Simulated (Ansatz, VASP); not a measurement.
**Sn4Se3S in VASP and in Ansatz**

```
Sn Se S
1.0
     4.27296    0.00000    0.00000
     0.00000    4.27296    0.00000
     0.00000    0.00000   12.08575
Sn Se S
4 3 1
Cartesian
  0.0000 0.0000 9.0643
  2.1365 2.1365 0.0000
  0.0000 0.0000 3.0214
  2.1365 2.1365 6.0429
  2.1365 2.1365 3.0214
  0.0000 0.0000 6.0429
  2.1365 2.1365 9.0643
  0.0000 0.0000 0.0000
```

Alike in both runs: task single point; functional PBE; k mesh 4 × 4 × 2; occupations gaussian, width 0.1 eV; no spin polarisation.

```csv
,VASP,Ansatz
version,VASP 6.6.1,Ansatz 0.2.0
potentials or method,"VASP PAW PBE potentials, release 64 (Sn_d, Se, S), cutoff 520 eV","scalar-relativistic, plane waves, PAW"
valence electrons in the cell,80,110
```

|  | VASP | Ansatz | Ansatz less VASP |
| --- | --- | --- | --- |
| gap on the k mesh at the Fermi level (eV) | 0.35 | 0.35 | 0.000 |
| least direct gap on the mesh (eV) | 0.35 | 0.35 | 0.000 |
| pressure (GPa) | -1.3 | -1.3 | +0.02 |
| rms of the force components (eV/Å) | 0.069 | 0.069 | -0.0004 |

Atom by atom the forces differ by 0.000 eV/Å (rms over components). VASP's potentials hold 80 valence electrons a cell and Ansatz's 110, so a difference there can come from the potentials and not from the codes.
